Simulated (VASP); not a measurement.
Input of a VASP 6.6.1 run:

The input INCAR:

```
SYSTEM = Na
PREC     = Accurate       ! precision mode
ENCUT    = 500            ! plane-wave cutoff, eV
EDIFF    = 1E-6           ! SCF threshold, eV
ISMEAR   = 1              ! smearing method
SIGMA    = 0.06802846561497 ! smearing width, eV
LREAL    = .FALSE.        ! projectors in reciprocal space
LASPH    = .TRUE.         ! aspherical terms in the spheres
NELM     = 120            ! most SCF steps
ALGO     = Normal         ! electronic algorithm
ISIF     = 2              ! what is computed and relaxed
LWAVE    = .FALSE.        ! write WAVECAR
LCHARG   = .FALSE.        ! write CHGCAR
GGA      = PE             ! functional
NBANDS   = 18             ! bands
GGA_COMPAT= .FALSE.
```

KPOINTS

```
regular mesh
0
G
  4 4 2
  0 0 0
```

POSCAR

```
Na
1.0
    3.3490989524     -1.9450901661      0.0000000000
    3.3490989524      1.9450901661      0.0000000000
   -2.2781504716      0.0000000000      9.8114567270
Na
3
Direct
    0.0000000000      0.0000000000      0.0000000000
    0.2224150000      0.2224150000      0.6666760000
    0.7775850000      0.7775850000      0.3333240000
```

Potentials or basis: VASP PAW PBE potentials, release 64 (Na_pv).

Run with:

```console
$ cat potpaw_PBE.64/Na_pv/POTCAR > POTCAR
$ mpirun -np 1 vasp_std > vasp.out
```

(1) Predict the pressure.

Results:

(1) -0.8 GPa.

Caveat: the k points lie up to 0.47 Å⁻¹ apart.
